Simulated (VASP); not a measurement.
# WS2 (Cm) in VASP: single point with PBEsol

Aim: the single point of WS2 with PBEsol.

Program: VASP 6.6.1. These are calculated values, not measurements. Logs are shortened: lines on timing, memory, paths and dates and some standing lists are left out, and cuts for length are marked.

### 1 The cell of the first run

Symmetry: Cm, No. 8, monoclinic system. The conventional cell has a = 5.180 Å, b = 3.120 Å, c = 6.741 Å, α = 90.00°, β = 112.39°, γ = 90.00°. W (site symmetry m) has 6 S at 2.15 to 2.53 Å within 2.8 Å. S (site symmetry m) has 3 W at 2.35 to 2.53 Å and 7 S at 3.02 to 3.23 Å within 3.3 Å. S (site symmetry m) has 3 W at 2.15 to 2.48 Å within 2.8 Å.

### 2 Single point, PBEsol (strained and its atoms moved)

The input, INCAR:

```
SYSTEM = WS2
PREC     = Accurate       ! precision mode
ENCUT    = 520            ! plane-wave cutoff, eV
EDIFF    = 1E-6           ! SCF threshold, eV
ISMEAR   = 0              ! smearing method
SIGMA    = 0.02           ! smearing width, eV
LREAL    = .FALSE.        ! projectors in reciprocal space
LASPH    = .TRUE.         ! aspherical terms in the spheres
NELM     = 60             ! most SCF steps
ALGO     = Normal         ! electronic algorithm
ISIF     = 2              ! what is computed and relaxed
LWAVE    = .FALSE.        ! write WAVECAR
LCHARG   = .FALSE.        ! write CHGCAR
GGA      = PS             ! functional
NBANDS   = 20             ! bands
```

The input, KPOINTS:

```
Automatic mesh
0
G
  12 12 12
  0 0 0
```

The input, POSCAR:

```
WS2
1.0
    1.1557380086      1.1339081069      6.2178886613
   -1.8610053856      1.0744429524      6.4073687074
   -0.4041320229     -1.5678578057      6.2178914403
W S
1 2
Direct
   -0.0052778776      0.0050843888     -0.0052778776
    0.7529688137      0.7500616878      0.7529688137
    0.5836090639      0.5761539234      0.5836090639
```

Potentials or basis: VASP PAW PBE potentials, release 64 (W_sv, S).

Launch:

```bash
cat potpaw_PBE.64/W_sv/POTCAR potpaw_PBE.64/S/POTCAR > POTCAR
mpirun -np 1 vasp_std > vasp.out
```

OUTCAR:

```text
SYSTEM = WS2
   PREC = Accurate
   ENCUT = 520
   EDIFF = 1E-6
   ISMEAR = 0
   LREAL = .FALSE.
   LASPH = .TRUE.
   NELM = 60
   ISIF = 2
   GGA = PS

 ion  position               nearest neighbor table
   1  0.995  0.005  0.995-   3 2.15   2 2.35   2 2.35   3 2.48   3 2.48   2 2.53
   2  0.753  0.750  0.753-   1 2.35   1 2.35   1 2.53
   3  0.584  0.576  0.584-   1 2.15   1 2.48   1 2.48

  LATTYP: Found a base centered monoclinic cell.
 ALAT       =     5.1795651640
 B/A-ratio  =     0.6023156061
 C/A-ratio  =     1.3014842239
 COS(beta)  =    -0.3808915756

  Lattice vectors:

 A1 = (  -1.4568733627,   2.6423007581,   0.1894772671)
 A2 = (  -3.0167433942,  -0.0594651545,   0.1894800461)
 A3 = (   2.6126113713,  -1.5083926512,   6.0284113942)

Analysis of symmetry for initial positions (statically):
=====================================================================
 Subroutine PRICEL returns:
 Original cell was already a primitive cell.

 Routine SETGRP: Setting up the symmetry group for a
 base centered monoclinic supercell.

 Subroutine GETGRP returns: Found  2 space group operations
 (whereof  2 operations were pure point group operations)
 out of a pool of  4 trial point group operations.

The static configuration has the point symmetry C_1h.

Analysis of symmetry for dynamics (positions and initial velocities):
=====================================================================
 Subroutine PRICEL returns:
 Original cell was already a primitive cell.

 Routine SETGRP: Setting up the symmetry group for a
 base centered monoclinic supercell.

 Subroutine GETGRP returns: Found  2 space group operations
 (whereof  2 operations were pure point group operations)
 out of a pool of  4 trial point group operations.

The dynamic configuration has the point symmetry C_1h.

 Subroutine INISYM returns: Found  2 space group operations
 (whereof  2 operations are pure point group operations),
 and found     1 'primitive' translations

----------------------------------------------------------------------------------------

                                     Primitive cell

  volume of cell :      50.3589

  direct lattice vectors                    reciprocal lattice vectors
     1.155738009  1.133908107  6.217888661     0.332148214  0.178361914  0.066562412
    -1.861005386  1.074442952  6.407368707    -0.333591258  0.192599617  0.026882731
    -0.404132023 -1.567857806  6.217891440     0.011608690 -0.376830524  0.066561916

  length of vectors
     6.425232863  6.758116783  6.425237331     0.382839344  0.386135237  0.382840037

  position of ions in fractional coordinates (direct lattice)
     0.994722122  0.005084389  0.994722122
     0.752968814  0.750061688  0.752968814
     0.583609064  0.576153923  0.583609064

  ion indices of the primitive-cell ions
   primitive index   ion index
                 1           1
                 2           2
                 3           3

----------------------------------------------------------------------------------------

 KPOINTS: Automatic mesh

Automatic generation of k-mesh.
 Grid dimensions read from file:
 generate k-points for:   12   12   12

 Generating k-lattice:

  Cartesian coordinates                     Fractional coordinates (reciprocal lattice)
     0.027679018  0.014863493  0.005546868     0.083333333  0.000000000  0.000000000
    -0.027799272  0.016049968  0.002240228     0.000000000  0.083333333  0.000000000
     0.000967391 -0.031402544  0.005546826    -0.000000000 -0.000000000  0.083333333

  Length of vectors
     0.031903279  0.032177936  0.031903336

  Shift w.r.t. Gamma in fractional coordinates (k-lattice)
     0.000000000  0.000000000  0.000000000

 Subroutine IBZKPT returns following result:
 ===========================================

 Found    476 irreducible k-points:

 Following reciprocal coordinates:
            Coordinates               Weight
  0.000000  0.000000  0.000000      1.000000
  0.083333  0.000000 -0.000000      4.000000
  0.166667  0.000000  0.000000      4.000000
  0.250000  0.000000  0.000000      4.000000
  0.333333  0.000000 -0.000000      4.000000
  0.416667  0.000000 -0.000000      4.000000
[... 16 lines left out ...]
  0.250000  0.166667 -0.000000      4.000000
  0.333333  0.166667 -0.000000      4.000000
 [... further k-points ...]
   k-points           NKPTS =    476   k-points in BZ     NKDIM =    476   number of bands    NBANDS=     20
   number of dos      NEDOS =    301   number of ions     NIONS =      3
   total plane-waves  NPLWV = 115200
   dimension x,y,z NGX =    48 NGY =   50 NGZ =   48
   dimension x,y,z NGXF=    96 NGYF=  100 NGZF=   96
   ions per type =               1   2
   NGX,Y,Z   is equivalent  to a cutoff of  12.42, 12.30, 12.42 a.u.
   NGXF,Y,Z  is equivalent  to a cutoff of  24.84, 24.60, 24.84 a.u.
 SYSTEM =  WS2
   PREC   = accura    normal or accurate (medium, high low for compatibility)
   ISTART =      0    job   : 0-new  1-cont  2-samecut
   ICHARG =      2    charge: 1-file 2-atom 10-const
   ISPIN  =      1    spin polarized calculation?
   LNONCOLLINEAR =      F non collinear calculations
   LSORBIT =      F    spin-orbit coupling
   LASPH  =      T    aspherical Exc in radial PAW
   ENCUT  =  520.0 eV  38.22 Ry    6.18 a.u.  11.95 12.57 11.95*2*pi/ulx,y,z
   NELM   =     60;   NELMIN=  2; NELMDL= -5     # of ELM steps
   EDIFF  = 0.1E-05   stopping-criterion for ELM
   LREAL  =      F    real-space projection
[... 7 lines left out ...]
   TEBEG  =    0.0;   TEEND  =   0.0 temperature during run
   PSTRESS=    0.0 pullay stress
   NELECT =      26.0000    total number of electrons
   NUPDOWN=      -1.0000    fix difference up-down
   EMIN   =  10.00;   EMAX   =-10.00  energy-range for DOS
   EFERMI =   0.00;   METHOD = LEGACY
   ISMEAR =     0;   SIGMA  =   0.02  broadening in eV -4-tet -1-fermi 0-gaus
   EFERMI_NEDOS =   21; number of points for ismear=-14 and -15
   IALGO  =     38    algorithm
   IMIX   =      4    mixing-type and parameters
     AMIX     =   0.40;   BMIX     =  1.00
     AMIX_MAG =   1.60;   BMIX_MAG =  1.00
  volume/ion in A,a.u.               =      16.79       113.28
  Fermi-wavevector in a.u.,A,eV,Ry     =   1.313330  2.481834 23.467820  1.724836
  Thomas-Fermi vector in A             =   2.443660
   LORBIT       =      0    0 simple, 1 ext, 2 COOP (PROOUT), +10 PAW based schemes
   GGA     = PS    functional components
   LHFCALC =     F    Hartree Fock is set to
   AEXX    =    0.0000 exact exchange contribution
   IVDW    =     0    specifies the selected vdW correction
   LEPSILON=     F    determine dielectric tensor
   LRPA    =     F    only Hartree local field effects (RPA)
 non-spin polarized calculation
 Gauss-broadening in eV      SIGMA  =   0.02
  energy-cutoff  :      520.00
  volume of cell :       50.36
 maximum number of plane-waves:      1375
   NGX = 23   NGY = 25   NGZ = 23

 number of electron      25.9999999 magnetization

 Free energy of the ion-electron system (eV)
  ---------------------------------------------------
  ext. energy  EPLUGINS =         0.00000000
  ---------------------------------------------------
  free energy    TOTEN  =       -24.44456874 eV

  energy without entropy =      -24.44456874  energy(sigma->0) =      -24.44456874

 E-fermi :   8.1496     XC(G=0): -11.3933

 val. band max:        7.9402287080   @ k =   0.5000   0.5000   0.5000
 cond. band min:       8.8055535443   @ k =  -0.1667   0.1667   0.0000
 fundamental gap:      0.8653248363
 Fermi energy:         8.1496104378

 k-point     1 :       0.0000    0.0000    0.0000
  band No.  band energies     occupation
      1     -66.3381      2.00000
      2     -30.7512      2.00000
      3     -30.4174      2.00000
      4     -30.3808      2.00000
      5      -7.9373      2.00000
      6      -5.9220      2.00000
[... 12 lines left out ...]
     19      16.4369      0.00000
     20      16.5612      0.00000

 k-point     2 :       0.0833    0.0000   -0.0000
  band No.  band energies     occupation
      1     -66.3362      2.00000
      2     -30.7452      2.00000
      3     -30.4460      2.00000
      4     -30.3939      2.00000
      5      -7.8032      2.00000
      6      -5.8836      2.00000
[... 12 lines left out ...]
     19      16.4701      0.00000
     20      17.0489      0.00000

 k-point     3 :       0.1667    0.0000    0.0000
  band No.  band energies     occupation
      1     -66.3309      2.00000
      2     -30.7291      2.00000
      3     -30.5356      2.00000
      4     -30.4169      2.00000
      5      -7.4187      2.00000
      6      -5.7720      2.00000
[... 12 lines left out ...]
     19      16.5781      0.00000
     20      17.3455      0.00000

 k-point     4 :       0.2500    0.0000    0.0000
  band No.  band energies     occupation
      1     -66.3237      2.00000
      2     -30.7116      2.00000
      3     -30.6554      2.00000
      4     -30.4438      2.00000
      5      -6.8381      2.00000
      6      -5.6014      2.00000
[... 12 lines left out ...]
     19      16.3307      0.00000
     20      17.3299      0.00000

 k-point     5 :       0.3333    0.0000   -0.0000
  band No.  band energies     occupation
      1     -66.3165      2.00000
      2     -30.7900      2.00000
      3     -30.6778      2.00000
      4     -30.4696      2.00000
      5      -6.1626      2.00000
      6      -5.4031      2.00000
[... 12 lines left out ...]
     19      15.5844      0.00000
     20      16.3458      0.00000
[... 353 lines left out ...]
      6      -5.7760      2.00000
[... 12 lines left out ...]
     19      16.5061      0.00000
     20      17.6352      0.00000

 k-point    22 :       0.1667    0.1667   -0.0000
  band No.  band energies     occupation
      1     -66.3309      2.00000
      2     -30.7291      2.00000
      3     -30.5356      2.00000
      4     -30.4169      2.00000
      5      -7.4237      2.00000
      6      -5.7640      2.00000
[... 12 lines left out ...]
     19      16.5951      0.00000
     20      17.2029      0.00000

 k-point    23 :       0.2500    0.1667   -0.0000
  band No.  band energies     occupation
      1     -66.3269      2.00000
      2     -30.7159      2.00000
      3     -30.5968      2.00000
      4     -30.4444      2.00000
      5      -7.0763      2.00000
      6      -5.6764      2.00000
[... 12 lines left out ...]
     19      16.7693      0.00000
     20      17.2412      0.00000

 k-point    24 :       0.3333    0.1667   -0.0000
  band No.  band energies     occupation
      1     -66.3209      2.00000
      2     -30.6975      2.00000
      3     -30.6737      2.00000
      4     -30.4953      2.00000
      5      -6.5420      2.00000
      6      -5.5204      2.00000
[... 12 lines left out ...]
     19      16.8499      0.00000
     20      17.4054      0.00000

 [... further k-points ...]

------------------------ aborting loop because EDIFF is reached ----------------------------------------

  FORCE on cell =-STRESS in cart. coord.  units (eV):
  Direction    XX          YY          ZZ          XY          YZ          ZX
  --------------------------------------------------------------------------------------
  -------------------------------------------------------------------------------------
  Total        6.1837858      3.3422940      2.2719205     -2.4607920     -4.2579988      7.3750845
  in kB      196.7383122    106.3357155     72.2815798    -78.2905625   -135.4690367    234.6397064
  external PRESSURE =     125.1185358 kB  Pullay stress =       0.0000000 kB

 VOLUME and BASIS-vectors are now :
 -----------------------------------------------------------------------------
  energy-cutoff  :      520.00
  volume of cell :       50.36
      direct lattice vectors                 reciprocal lattice vectors
     1.155738009  1.133908107  6.217888661     0.332148214  0.178361914  0.066562412
    -1.861005386  1.074442952  6.407368707    -0.333591258  0.192599617  0.026882731
    -0.404132023 -1.567857806  6.217891440     0.011608690 -0.376830524  0.066561916

 POSITION                                       TOTAL-FORCE (eV/Angst)
 -----------------------------------------------------------------------------------
      0.73818     -0.42620     12.40272         2.140220     -1.235655      2.160103
     -0.82993      0.47915     14.16968         1.360161     -0.785287     -0.293801
     -0.63358      0.36579     10.94926        -3.500382      2.020942     -1.866303
 -----------------------------------------------------------------------------------
    total drift:                                0.000033      0.000066      0.000005

  FREE ENERGIE OF THE ION-ELECTRON SYSTEM (eV)
  ---------------------------------------------------
  free  energy   TOTEN  =       -24.4445687398 eV

  energy  without entropy=      -24.4445687398  energy(sigma->0) =      -24.44456874
```

It took 12 min on 1 thread of AMD EPYC 9R45 (Zen 5), shared host; peak memory 0.63 GiB.

What came out:

| Item | Value |
| --- | --- |
| Free energy | -24.4446 eV |
| Pressure | 12.5 GPa |
| Largest force | 4.452 eV/Å |
| Band gap on the k mesh | 0.87 eV (least direct gap 1.90 eV) |

Forces on the atoms (eV/Å):
```
W    2.140 -1.236  2.160
S    1.360 -0.785 -0.294
S   -3.500  2.021 -1.866
```

Stress tensor (GPa, compression positive):
```
 19.67  -7.83  23.46
 -7.83  10.63 -13.55
 23.46 -13.55   7.23
```

Caveat: the cell differs from its parent crystal (strained and its atoms moved); the stress differs along the axes, from 7 to 20 GPa; the PAW data sets were made with another functional, which shifts forces and pressure a little; spin-orbit coupling is left out, which moves the levels of the heavy elements. A k mesh can miss the band edges.
